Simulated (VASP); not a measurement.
# Cd4Se (P-4m2) in VASP: notebook

Runs on Cd4Se. Level: PBE. Tasks: single point, relaxation of cell and atoms.

Everything below comes from runs of VASP 6.6.1. Logs are shortened: lines on timing, memory, paths and dates and some standing lists are left out, and cuts for length are marked.

### 1 The cell of the first run

It takes space group P-4m2 (No. 115, tetragonal). The conventional cell has a = 4.240 Å, b = 4.240 Å, c = 7.845 Å, α = 90.00°, β = 90.00°, γ = 90.00°. Within 3.6 Å of Cd (site symmetry 2mm) lie 2 Se at 2.71 Å and 4 Cd at 3.08 Å. Cd (site symmetry -4m2) has 8 Cd at 3.00 to 3.08 Å within 3.9 Å. Cd (site symmetry -4m2) has 8 Cd at 3.00 to 3.08 Å within 3.9 Å. Within 3.6 Å of Se (site symmetry -4m2) lie 4 Cd at 2.71 Å.

### 2 Single point, PBE

File INCAR:

```
ALGO = Normal ; EDIFF = 1E-6
ENCUT = 520 ; GGA = PE
ISIF = 2 ; ISMEAR = 0
LASPH = True ; LCHARG = False
LREAL = False ; LWAVE = False
NBANDS = 35 ; NELM = 80
PREC = Accurate ; SIGMA = 0.1
```

File KPOINTS:

```
k-points
0
Gamma
  8 8 4
```

File POSCAR:

```
Cd4Se
1.0
    4.2395342960      0.0000000000      0.0000000000
    0.0000000000      4.2395342960      0.0000000000
    0.0000000000      0.0000000000      7.8446135152
Cd Se
4 1
Direct
    0.5000000000      0.0000000000      0.7839837964
    0.0000000000      0.5000000000      0.2160162036
    0.0000000000      0.0000000000      0.5000000000
    0.5000000000      0.5000000000      0.5000000000
    0.0000000000      0.0000000000      0.0000000000
```

Potentials or basis: VASP PAW PBE potentials, release 64 (Cd, Se).

Command:

```console
$ cat potpaw_PBE.64/Cd/POTCAR potpaw_PBE.64/Se/POTCAR > POTCAR
$ mpirun -np 1 vasp_std > vasp.out
```

OUTCAR:

```text
EDIFF = 1E-6
   ENCUT = 520
   GGA = PE
   ISIF = 2
   ISMEAR = 0
   LASPH = True
   LREAL = False
   NELM = 80
   PREC = Accurate

 ion  position               nearest neighbor table
   1  0.500  0.000  0.784-   5 2.71   5 2.71   3 3.08   4 3.08   3 3.08   4 3.08
   2  0.000  0.500  0.216-   5 2.71   5 2.71   3 3.08   3 3.08   4 3.08   4 3.08
   3  0.000  0.000  0.500-   4 3.00   4 3.00   4 3.00   4 3.00   2 3.08   1 3.08   1 3.08   2 3.08

   4  0.500  0.500  0.500-   3 3.00   3 3.00   3 3.00   3 3.00   2 3.08   2 3.08   1 3.08   1 3.08

   5  0.000  0.000  0.000-   1 2.71   2 2.71   2 2.71   1 2.71

  LATTYP: Found a simple tetragonal cell.
 ALAT       =     4.2395342960
 C/A-ratio  =     1.8503479315

  Lattice vectors:

 A1 = (   4.2395342960,   0.0000000000,   0.0000000000)
 A2 = (   0.0000000000,   4.2395342960,   0.0000000000)
 A3 = (   0.0000000000,   0.0000000000,   7.8446135152)

Analysis of symmetry for initial positions (statically):
=====================================================================
 Subroutine PRICEL returns:
 Original cell was already a primitive cell.

 Routine SETGRP: Setting up the symmetry group for a
 simple tetragonal supercell.

 Subroutine GETGRP returns: Found  8 space group operations
 (whereof  8 operations were pure point group operations)
 out of a pool of 16 trial point group operations.

The static configuration has the point symmetry D_2d.

Analysis of symmetry for dynamics (positions and initial velocities):
=====================================================================
 Subroutine PRICEL returns:
 Original cell was already a primitive cell.

 Routine SETGRP: Setting up the symmetry group for a
 simple tetragonal supercell.

 Subroutine GETGRP returns: Found  8 space group operations
 (whereof  8 operations were pure point group operations)
 out of a pool of 16 trial point group operations.

The dynamic configuration has the point symmetry D_2d.

 Subroutine INISYM returns: Found  8 space group operations
 (whereof  8 operations are pure point group operations),
 and found     1 'primitive' translations

----------------------------------------------------------------------------------------

                                     Primitive cell

[... 94 lines left out ...]
   ENCUT  =  520.0 eV  38.22 Ry    6.18 a.u.   7.88  7.88 14.59*2*pi/ulx,y,z
   NELM   =     80;   NELMIN=  2; NELMDL= -5     # of ELM steps
   EDIFF  = 0.1E-05   stopping-criterion for ELM
   LREAL  =      F    real-space projection
   EDIFFG = 0.1E-04   stopping-criterion for IOM
   NSW    =      0    number of steps for IOM
   IBRION =     -1    ionic relax: 0-MD 1-quasi-New 2-CG
   NFREE  =      0    steps in history (QN), initial steepest desc. (CG)
   ISIF   =      2    stress and relaxation
   ISYM   =      2    0-nonsym 1-usesym 2-fastsym
   POTIM  = 0.5000    time-step for ionic-motion
   TEBEG  =    0.0;   TEEND  =   0.0 temperature during run
   PSTRESS=    0.0 pullay stress
   NELECT =      54.0000    total number of electrons
   NUPDOWN=      -1.0000    fix difference up-down
   EMIN   =  10.00;   EMAX   =-10.00  energy-range for DOS
   EFERMI =   0.00;   METHOD = LEGACY
   ISMEAR =     0;   SIGMA  =   0.10  broadening in eV -4-tet -1-fermi 0-gaus
   EFERMI_NEDOS =   21; number of points for ismear=-14 and -15
   IALGO  =     38    algorithm
   IMIX   =      4    mixing-type and parameters
     AMIX     =   0.40;   BMIX     =  1.00
     AMIX_MAG =   1.60;   BMIX_MAG =  1.00
  volume/ion in A,a.u.               =      28.20       190.30
  Fermi-wavevector in a.u.,A,eV,Ry     =   1.188877  2.246651 19.230851  1.413428
  Thomas-Fermi vector in A             =   2.324996
   LORBIT       =      0    0 simple, 1 ext, 2 COOP (PROOUT), +10 PAW based schemes
   GGA     = PE    functional components
   LHFCALC =     F    Hartree Fock is set to
   AEXX    =    0.0000 exact exchange contribution
   IVDW    =     0    specifies the selected vdW correction
   LEPSILON=     F    determine dielectric tensor
   LRPA    =     F    only Hartree local field effects (RPA)
 non-spin polarized calculation
 Gauss-broadening in eV      SIGMA  =   0.10
  energy-cutoff  :      520.00
  volume of cell :      141.00
 maximum number of plane-waves:      3824
 NGX is ok and might be reduce to    32
   NGX = 15   NGY = 15   NGZ = 29

 number of electron      54.0000034 magnetization

 Free energy of the ion-electron system (eV)
  ---------------------------------------------------
  ext. energy  EPLUGINS =         0.00000000
  ---------------------------------------------------
  free energy    TOTEN  =        -7.04142372 eV

  energy without entropy =       -7.03589621  energy(sigma->0) =       -7.03865997

 E-fermi :   1.6299     XC(G=0):  -9.2639

 val. band max:        1.6274303201   @ k =   0.0000   0.0000   0.0000
 cond. band min:       1.6966037617   @ k =   0.5000   0.2500   0.5000
 fundamental gap:      0.0691734417
 Fermi energy:         1.6298698113

 k-point     1 :       0.0000    0.0000    0.0000
  band No.  band energies     occupation
      1     -11.6322      2.00000
      2      -8.0695      2.00000
      3      -7.9883      2.00000
      4      -7.8200      2.00000
      5      -7.7675      2.00000
      6      -7.7675      2.00000
[... 901 lines left out ...]
     34       7.3365      0.00000
     35       7.7350      0.00000

 [... further k-points ...]

------------------------ aborting loop because EDIFF is reached ----------------------------------------

  FORCE on cell =-STRESS in cart. coord.  units (eV):
  Direction    XX          YY          ZZ          XY          YZ          ZX
  --------------------------------------------------------------------------------------
  -------------------------------------------------------------------------------------
  Total        0.1956321      0.1956321      0.1995371      0.0000000      0.0000000     -0.0000000
  in kB        2.2230168      2.2230168      2.2673912      0.0000000      0.0000000     -0.0000000
  external PRESSURE =       2.2378082 kB  Pullay stress =       0.0000000 kB

 VOLUME and BASIS-vectors are now :
 -----------------------------------------------------------------------------
  energy-cutoff  :      520.00
  volume of cell :      141.00
      direct lattice vectors                 reciprocal lattice vectors
     4.239534296  0.000000000  0.000000000     0.235874964  0.000000000  0.000000000
     0.000000000  4.239534296  0.000000000     0.000000000  0.235874964  0.000000000
     0.000000000  0.000000000  7.844613515     0.000000000  0.000000000  0.127476006

 POSITION                                       TOTAL-FORCE (eV/Angst)
 -----------------------------------------------------------------------------------
      2.11977      0.00000      6.15005         0.000000      0.000000     -0.005446
      0.00000      2.11977      1.69456        -0.000000      0.000000      0.005446
      0.00000      0.00000      3.92231        -0.000000      0.000000      0.000000
      2.11977      2.11977      3.92231        -0.000000     -0.000000      0.000000
      0.00000      0.00000      0.00000        -0.000000      0.000000      0.000000
 -----------------------------------------------------------------------------------
    total drift:                                0.000000      0.000000     -0.000000

  FREE ENERGIE OF THE ION-ELECTRON SYSTEM (eV)
  ---------------------------------------------------
  free  energy   TOTEN  =        -7.0414237201 eV

  energy  without entropy=       -7.0358962129  energy(sigma->0) =       -7.03865997
```

Wall time 98 s (1 thread of Intel Xeon Platinum 8488C (Sapphire Rapids), shared host); peak memory 0.33 GiB.

What came out:

```
Free energy            : -7.0414 eV
Pressure               : 0.2 GPa
Largest force          : 0.005 eV/Å
Band gap on the k mesh : zero (band 27 reaches 3.05 eV, above the bottom of band 28 at -0.24 eV)
```

Forces in eV/Å, atoms in the order of the input:
```
Cd   0.000  0.000 -0.005
Cd   0.000  0.000  0.005
Cd   0.000  0.000  0.000
Cd   0.000  0.000  0.000
Se   0.000  0.000  0.000
```

Levels at points of the mesh, in eV from the Fermi level:
| k point | band 24 | band 25 | band 26 | band 27 | band 28 | band 29 | band 30 | band 31 |
| --- | --- | --- | --- | --- | --- | --- | --- | --- |
| (0.00, 0.00, 0.00) | -2.00 | -2.00 | -0.64 | 0.00 | 1.83 | 1.83 | 2.88 | 3.37 |
| (0.50, 0.00, 0.00) | -3.82 | -3.58 | -1.67 | -1.18 | 1.39 | 2.48 | 3.83 | 3.96 |
| (0.50, 0.50, 0.00) | -3.28 | -2.20 | -2.06 | -2.06 | -1.87 | 0.69 | 1.83 | 1.83 |
| (0.00, 0.00, 0.50) | -3.29 | -1.92 | -1.92 | 1.42 | 1.42 | 1.89 | 2.32 | 3.26 |
| (0.50, 0.00, 0.50) | -4.32 | -2.32 | -1.65 | -0.68 | 0.19 | 1.93 | 3.54 | 4.03 |
| (0.50, 0.50, 0.50) | -3.63 | -2.24 | -2.24 | -2.06 | -0.66 | -0.09 | 1.35 | 2.64 |

### 3 Relaxation of cell and atoms, PBE

This run uses another cell than the first one, of 25.17 Å³/atom, 0.893 times its volume.

File INCAR:

```
SYSTEM = Cd4Se
PREC = Accurate
ENCUT = 600
EDIFF = 1E-6
ISMEAR = 0
SIGMA = 0.2
LREAL = .FALSE.
LASPH = .TRUE.
NELM = 100
ALGO = Normal
ISIF = 3
LWAVE = .FALSE.
LCHARG = .FALSE.
GGA = PE
IBRION = 2
NSW = 36
EDIFFG = -0.08
```

File KPOINTS:

```
regular mesh
0
G
  4 4 3
  0 0 0
```

File POSCAR:

```
Cd4Se
1.0
    4.4000000000      0.0000000000      0.0000000000
    0.0000000000      4.4000000000      0.0000000000
    0.0000000000      0.0000000000      6.5000000000
Cd Se
4 1
Direct
    0.5000000000      0.0000000000      0.7600000000
    0.0000000000      0.5000000000      0.2400000000
    0.0000000000      0.0000000000      0.5000000000
    0.5000000000      0.5000000000      0.5000000000
    0.0000000000      0.0000000000      0.0000000000
```

Potentials or basis: VASP PAW PBE potentials, release 64 (Cd, Se).

Command:

```console
$ cat potpaw_PBE.64/Cd/POTCAR potpaw_PBE.64/Se/POTCAR > POTCAR
$ mpirun -np 1 vasp_std > vasp.out
```

Wall time 4.4 min (1 thread of Intel Xeon Platinum 8488C (Sapphire Rapids), shared host); peak memory 0.28 GiB.

The run converged. Its results:

```
Free energy                            : -6.9796 eV
Relaxed volume                         : 28.55 Å³/atom
Relaxed cell                           : a = 4.291 Å, b = 4.291 Å, c = 7.753 Å, α = 90.00°, β = 90.00°, γ = 90.00°
Space group after relaxing (to 0.05 Å) : P-4m2 (No. 115)
Energy gained by relaxing              : 147.9 meV/atom
Ionic steps                            : 11
Pressure after relaxing                : 0.0 GPa
Largest force after relaxing           : 0.079 eV/Å
Band gap on the k mesh                 : zero (band 27 reaches 2.95 eV, above the bottom of band 28 at -0.33 eV)
```

Forces on the atoms (eV/Å):
```
Cd   0.000  0.000 -0.079
Cd   0.000  0.000  0.079
Cd   0.000  0.000  0.000
Cd   0.000  0.000  0.000
Se   0.000  0.000  0.000
```

Step by step:
```tsv
step	energy change (eV)	largest force (eV/Å)	pressure (GPa)	volume (Å³)
1	0.0000	1.1460	7.82	125.84
2	-0.5339	0.3305	-0.66	149.52
3	-0.5345	0.3510	-0.45	148.45
4	-0.5760	0.3052	-0.41	147.47
5	-0.6781	0.1123	-0.10	144.31
6	-0.6554	0.6116	1.80	137.12
7	-0.7187	0.1360	0.38	141.66
8	-0.7205	0.2263	0.62	140.74
9	-0.7328	0.1495	-0.37	144.55
10	-0.7345	0.1722	-0.14	143.57
11	-0.7394	0.0792	-0.02	142.73
```

Final structure:
```
CELL_PARAMETERS angstrom
4.29075 0.00000 0.00000
0.00000 4.29075 0.00000
0.00000 0.00000 7.75276
ATOMIC_POSITIONS crystal
Cd 0.50000 0.00000 0.78443
Cd 0.00000 0.50000 0.21557
Cd 0.00000 0.00000 0.50000
Cd 0.50000 0.50000 0.50000
Se 0.00000 0.00000 0.00000
```

Levels at points of the mesh, in eV from the Fermi level:
```csv
k point,band 25,band 26,band 27,band 28,band 29,band 30
"(0.00, 0.00, 0.00)",-1.99,-0.40,0.11,1.94,1.94,2.82
"(0.50, 0.00, 0.00)",-3.39,-1.67,-1.00,1.53,2.59,3.93
"(0.50, 0.50, 0.00)",-2.10,-1.86,-1.86,-1.78,0.84,1.97
```

Caveat: the relaxation stopped at a loose force limit of 0.08 eV/Å, so its end isn't a converged minimum.
